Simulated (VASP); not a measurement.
# AlCu3 (Fm-3m) in VASP: relaxation of cell and atoms with r2SCAN

Aim: the relaxation of cell and atoms of AlCu3 with r2SCAN.

Program: VASP 6.6.1. These are calculated values, not measurements. Logs are shortened: lines on timing, memory, paths and dates and some standing lists are left out, and cuts for length are marked.

### Step 1. The cell of the first run

The structure is cubic, space group Fm-3m (No. 225). Conventional cell: a = 5.442 Å, b = 5.442 Å, c = 5.442 Å, α = 90.00°, β = 90.00°, γ = 90.00°. Within 3.1 Å of Al (site symmetry m-3m) lie 14 Cu at 2.36 to 2.72 Å. Cu (site symmetry m-3m) has 8 Cu at 2.36 Å and 6 Al at 2.72 Å within 3.1 Å. Within 3.1 Å of Cu (site symmetry -43m) lie 4 Al at 2.36 Å and 10 Cu at 2.36 to 2.72 Å.

### Step 2. Relaxation of cell and atoms, r2SCAN, target pressure 40 GPa, at which the enthalpy is minimised

File POSCAR:

```
AlCu3
1.0
    0.0000000000      2.7209614501      2.7209614501
    2.7209614501      0.0000000000      2.7209614501
    2.7209614501      2.7209614501      0.0000000000
Al Cu
1 3
Direct
    0.0000000000      0.0000000000      0.0000000000
    0.5000000000      0.5000000000      0.5000000000
    0.2500000000      0.2500000000      0.2500000000
    0.7500000000      0.7500000000      0.7500000000
```

File INCAR.step1:

```
PREC = Accurate
ENCUT = 600
ISMEAR = 0
SIGMA = 0.1
LREAL = False
LASPH = True
NELM = 80
GGA = PE
ALGO = Normal
EDIFF = 1E-4
LWAVE = True
LCHARG = False
```

File INCAR.step2:

```
PREC = Accurate
ENCUT = 600
EDIFF = 1E-6
ISMEAR = 0
SIGMA = 0.1
LREAL = False
LASPH = True
NELM = 80
ALGO = Normal
ISIF = 3
LWAVE = False
LCHARG = False
METAGGA = R2SCAN
LMIXTAU = True
IBRION = 2
NSW = 70
EDIFFG = -0.008
PSTRESS = 400.0
ISTART = 1
```

File KPOINTS:

```
regular mesh
0
Gamma
  14 14 14
```

Potentials or basis: VASP PAW PBE potentials, release 64 (Al, Cu).

Command:

```
$ cat potpaw_PBE.64/Al/POTCAR potpaw_PBE.64/Cu/POTCAR > POTCAR
$ cp INCAR.step1 INCAR
$ mpirun -np 1 vasp_std > vasp.out
$ cp INCAR.step2 INCAR
$ mpirun -np 1 vasp_std > vasp.out
```

OUTCAR:

```text
PREC = Accurate
   ENCUT = 600
   EDIFF = 1E-6
   ISMEAR = 0
   LREAL = False
   LASPH = True
   NELM = 80
   ISIF = 3
   METAGGA = R2SCAN
   IBRION = 2
   NSW = 70
   EDIFFG = -0.008
   PSTRESS = 400.0
   ISTART = 1

 ion  position               nearest neighbor table
   1  0.000  0.000  0.000-   4 2.36   4 2.36   4 2.36   3 2.36   4 2.36   3 2.36   3 2.36   3 2.36
                             2 2.72   2 2.72   2 2.72   2 2.72   2 2.72   2 2.72
   2  0.500  0.500  0.500-   3 2.36   3 2.36   3 2.36   3 2.36   4 2.36   4 2.36   4 2.36   4 2.36
                             1 2.72   1 2.72   1 2.72   1 2.72   1 2.72   1 2.72
   3  0.250  0.250  0.250-   1 2.36   1 2.36   1 2.36   1 2.36   2 2.36   2 2.36   2 2.36   2 2.36
                             4 2.72   4 2.72   4 2.72   4 2.72   4 2.72   4 2.72
   4  0.750  0.750  0.750-   2 2.36   2 2.36   2 2.36   1 2.36   2 2.36   1 2.36   1 2.36   1 2.36
                             3 2.72   3 2.72   3 2.72   3 2.72   3 2.72   3 2.72

  LATTYP: Found a face centered cubic cell.
 ALAT       =     5.4419229002

  Lattice vectors:

 A1 = (   0.0000000000,   2.7209614501,   2.7209614501)
 A2 = (   2.7209614501,   0.0000000000,   2.7209614501)
 A3 = (   2.7209614501,   2.7209614501,   0.0000000000)

Analysis of symmetry for initial positions (statically):
=====================================================================
 Subroutine PRICEL returns:
 Original cell was already a primitive cell.

 Routine SETGRP: Setting up the symmetry group for a
 face centered cubic supercell.

 Subroutine GETGRP returns: Found 48 space group operations
 (whereof 48 operations were pure point group operations)
 out of a pool of 48 trial point group operations.

The static configuration has the point symmetry O_h .

Analysis of symmetry for dynamics (positions and initial velocities):
=====================================================================
 Subroutine PRICEL returns:
 Original cell was already a primitive cell.

 Routine SETGRP: Setting up the symmetry group for a
 face centered cubic supercell.

 Subroutine GETGRP returns: Found 48 space group operations
 (whereof 48 operations were pure point group operations)
 out of a pool of 48 trial point group operations.

The dynamic configuration has the point symmetry O_h .

 Subroutine INISYM returns: Found 48 space group operations
 (whereof 48 operations are pure point group operations),
 and found     1 'primitive' translations

----------------------------------------------------------------------------------------

                                     Primitive cell

  volume of cell :      40.2900

  direct lattice vectors                    reciprocal lattice vectors
     0.000000000  2.720961450  2.720961450    -0.183758575  0.183758575  0.183758575
     2.720961450  0.000000000  2.720961450     0.183758575 -0.183758575  0.183758575
     2.720961450  2.720961450  0.000000000     0.183758575  0.183758575 -0.183758575

  length of vectors
     3.848020585  3.848020585  3.848020585     0.318279189  0.318279189  0.318279189

  position of ions in fractional coordinates (direct lattice)
     0.000000000  0.000000000  0.000000000
     0.500000000  0.500000000  0.500000000
     0.250000000  0.250000000  0.250000000
     0.750000000  0.750000000  0.750000000

  ion indices of the primitive-cell ions
   primitive index   ion index
                 1           1
                 2           2
                 3           3
                 4           4

----------------------------------------------------------------------------------------

 KPOINTS: regular mesh

Automatic generation of k-mesh.
 Grid dimensions read from file:
 generate k-points for:   14   14   14

 Generating k-lattice:

  Cartesian coordinates                     Fractional coordinates (reciprocal lattice)
    -0.013125613  0.013125613  0.013125613     0.071428571  0.000000000  0.000000000
     0.013125613 -0.013125613  0.013125613     0.000000000  0.071428571  0.000000000
     0.013125613  0.013125613 -0.013125613     0.000000000  0.000000000  0.071428571

  Length of vectors
     0.022734228  0.022734228  0.022734228

  Shift w.r.t. Gamma in fractional coordinates (k-lattice)
     0.000000000  0.000000000  0.000000000

 Subroutine IBZKPT returns following result:
 ===========================================

 Found    104 irreducible k-points:

 Following reciprocal coordinates:
            Coordinates               Weight
  0.000000  0.000000  0.000000      1.000000
  0.071429  0.000000  0.000000      8.000000
  0.142857  0.000000  0.000000      8.000000
  0.214286  0.000000  0.000000      8.000000
  0.285714  0.000000  0.000000      8.000000
  0.357143  0.000000  0.000000      8.000000
[... 16 lines left out ...]
  0.214286  0.142857  0.000000     24.000000
  0.285714  0.142857  0.000000     24.000000
 [... further k-points ...]
   k-points           NKPTS =    104   k-points in BZ     NKDIM =    104   number of bands    NBANDS=     22
   number of dos      NEDOS =    301   number of ions     NIONS =      4
   total plane-waves  NPLWV =  32768
   dimension x,y,z NGX =    32 NGY =   32 NGZ =   32
   dimension x,y,z NGXF=    64 NGYF=   64 NGZF=   64
   ions per type =               1   3
   NGX,Y,Z   is equivalent  to a cutoff of  13.82, 13.82, 13.82 a.u.
   NGXF,Y,Z  is equivalent  to a cutoff of  27.65, 27.65, 27.65 a.u.
 SYSTEM =  unknown system
   PREC   = accura    normal or accurate (medium, high low for compatibility)
   ISTART =      1    job   : 0-new  1-cont  2-samecut
   ICHARG =      0    charge: 1-file 2-atom 10-const
   ISPIN  =      1    spin polarized calculation?
   LNONCOLLINEAR =      F non collinear calculations
   LSORBIT =      F    spin-orbit coupling
   LASPH  =      T    aspherical Exc in radial PAW
   ENCUT  =  600.0 eV  44.10 Ry    6.64 a.u.   7.69  7.69  7.69*2*pi/ulx,y,z
   NELM   =     80;   NELMIN=  2; NELMDL=  0     # of ELM steps
   EDIFF  = 0.1E-05   stopping-criterion for ELM
   LREAL  =      F    real-space projection
   EDIFFG = -.8E-02   stopping-criterion for IOM
   NSW    =     70    number of steps for IOM
   IBRION =      2    ionic relax: 0-MD 1-quasi-New 2-CG
   NFREE  =      1    steps in history (QN), initial steepest desc. (CG)
   ISIF   =      3    stress and relaxation
   ISYM   =      2    0-nonsym 1-usesym 2-fastsym
   POTIM  = 0.5000    time-step for ionic-motion
   TEBEG  =    0.0;   TEEND  =   0.0 temperature during run
   PSTRESS=  400.0 pullay stress
   NELECT =      36.0000    total number of electrons
   NUPDOWN=      -1.0000    fix difference up-down
   EMIN   =  10.00;   EMAX   =-10.00  energy-range for DOS
   EFERMI =   0.00;   METHOD = LEGACY
   ISMEAR =     0;   SIGMA  =   0.10  broadening in eV -4-tet -1-fermi 0-gaus
   EFERMI_NEDOS =   21; number of points for ismear=-14 and -15
   IALGO  =     38    algorithm
   IMIX   =      4    mixing-type and parameters
     AMIX     =   0.40;   BMIX     =  1.00
     AMIX_MAG =   1.60;   BMIX_MAG =  1.00
  volume/ion in A,a.u.               =      10.07        67.97
  Fermi-wavevector in a.u.,A,eV,Ry     =   1.576800  2.979720 33.828141  2.486298
  Thomas-Fermi vector in A             =   2.677578
   LORBIT       =      0    0 simple, 1 ext, 2 COOP (PROOUT), +10 PAW based schemes
   METAGGA = R2SCAN    functional components
   LHFCALC =     F    Hartree Fock is set to
   AEXX    =    0.0000 exact exchange contribution
   IVDW    =     0    specifies the selected vdW correction
   LEPSILON=     F    determine dielectric tensor
   LRPA    =     F    only Hartree local field effects (RPA)
 conjugate gradient relaxation of ions
 non-spin polarized calculation
 Gauss-broadening in eV      SIGMA  =   0.10
  energy-cutoff  :      600.00
  volume of cell :       40.29
 maximum number of plane-waves:      1363
   NGX = 15   NGY = 15   NGZ = 15

--------------------------------------- Ionic step        1  -------------------------------------------

 number of electron      36.0000034 magnetization

 Free energy of the ion-electron system (eV)
  ---------------------------------------------------
  ext. energy  EPLUGINS =         0.00000000
  ---------------------------------------------------
  free energy    TOTEN  =       -39.05062319 eV

  energy without entropy =      -39.04501341  energy(sigma->0) =      -39.04781830

------------------------ aborting loop because EDIFF is reached ----------------------------------------

  FORCE on cell =-STRESS in cart. coord.  units (eV):
  Direction    XX          YY          ZZ          XY          YZ          ZX
  --------------------------------------------------------------------------------------
  -------------------------------------------------------------------------------------
  Total       10.5721066     10.5721066     10.5721066     -0.0000000     -0.0000000      0.0000000
  in kB      420.4118560    420.4118560    420.4118560     -0.0000000     -0.0000000      0.0000000
  external PRESSURE =      20.4118560 kB  Pullay stress =     400.0000000 kB
[... 65 lines left out ...]
  enthalpy is  TOTEN    =       -28.9879057831 eV   P V=       10.2467815462

--------------------------------------- Ionic step        3  -------------------------------------------

 number of electron      36.0000033 magnetization

 Free energy of the ion-electron system (eV)
  ---------------------------------------------------
  ext. energy  EPLUGINS =         0.00000000
  ---------------------------------------------------
  free energy    TOTEN  =       -39.11970007 eV

  energy without entropy =      -39.11402727  energy(sigma->0) =      -39.11686367

 E-fermi :  10.9481     XC(G=0): -14.4132

 val. band max:       10.9439628826   @ k =   0.5000   0.2143   0.0000
 cond. band min:      10.9652523586   @ k =   0.4286   0.2143   0.0000
 fundamental gap:      0.0212894760
 Fermi energy:        10.9481230024

 k-point     1 :       0.0000    0.0000    0.0000
  band No.  band energies     occupation
      1      -1.6692      2.00000
      2       4.8921      2.00000
      3       4.8921      2.00000
      4       5.1155      2.00000
      5       5.1155      2.00000
      6       5.1155      2.00000
[... 574 lines left out ...]
      6       5.5475      2.00000
[... 14 lines left out ...]
     21      16.3363      0.00000
     22      18.0238      0.00000

 [... further k-points ...]

------------------------ aborting loop because EDIFF is reached ----------------------------------------

  FORCE on cell =-STRESS in cart. coord.  units (eV):
  Direction    XX          YY          ZZ          XY          YZ          ZX
  --------------------------------------------------------------------------------------
  -------------------------------------------------------------------------------------
  Total       10.1064935     10.1064935     10.1064935     -0.0000000      0.0000000     -0.0000000
  in kB      399.2245659    399.2245659    399.2245659     -0.0000000      0.0000000     -0.0000000
  external PRESSURE =      -0.7754341 kB  Pullay stress =     400.0000000 kB
[... 19 lines left out ...]
  FREE ENERGIE OF THE ION-ELECTRON SYSTEM (eV)
  ---------------------------------------------------
  free  energy   TOTEN  =       -39.1197000691 eV

  energy  without entropy=      -39.1140272732  energy(sigma->0) =      -39.11686367

  enthalpy is  TOTEN    =       -28.9935762523 eV   P V=       10.1261238168

 reached required accuracy - stopping structural energy minimisation
```

It took 7.3 min on 1 thread of Intel Xeon 6975P-C (Granite Rapids), shared host; peak memory 0.26 GiB.

What came out:

* Free energy: -39.1197 eV
* Relaxed volume: 10.14 Å³/atom
* Relaxed cell: a = 3.857 Å, b = 3.857 Å, c = 3.857 Å, α = 60.00°, β = 60.00°, γ = 60.00°
* Space group after relaxing (to 0.1 Å): Fm-3m (No. 225)
* Energy change on relaxing (the run minimises the enthalpy): -17.3 meV/atom
* Ionic steps: 3
* Pressure after relaxing: 39.9 GPa
* Band gap on the k mesh: zero (bands 18 and 19 overlap by 6.55 eV)

The path:
| step | energy change (eV) | largest force (eV/Å) | pressure (GPa) | volume (Å³) |
| --- | --- | --- | --- | --- |
| 1 | 0.0000 | 0.0000 | 42.04 | 40.29 |
| 2 | -0.1841 | 0.0000 | 36.27 | 41.04 |
| 3 | -0.0691 | 0.0000 | 39.92 | 40.56 |

Final structure:
```
CELL_PARAMETERS angstrom
0.00000 2.72702 2.72702
2.72702 0.00000 2.72702
2.72702 2.72702 0.00000
ATOMIC_POSITIONS crystal
Al 0.00000 0.00000 0.00000
Cu 0.50000 0.50000 0.50000
Cu 0.25000 0.25000 0.25000
Cu 0.75000 0.75000 0.75000
```

Levels at points of the mesh, in eV from the Fermi level:
```
           k point  band 16  band 17  band 18  band 19  band 20  band 21
(0.00, 0.00, 0.00)    -3.05     4.08     4.08     4.08     4.95     4.95
(0.50, 0.00, 0.00)    -2.97    -2.59     2.84     2.84     3.50     3.50
(0.50, 0.50, 0.00)    -2.86    -2.86    -2.78    -2.47     2.61     3.37
```

Caveat: the cell is relaxed towards a set pressure, so the run minimises the enthalpy, not the energy; the PAW data sets were made with another functional, which shifts forces and pressure a little.

The gap in the log of VASP goes by the Fermi energy; the results here count the filled bands.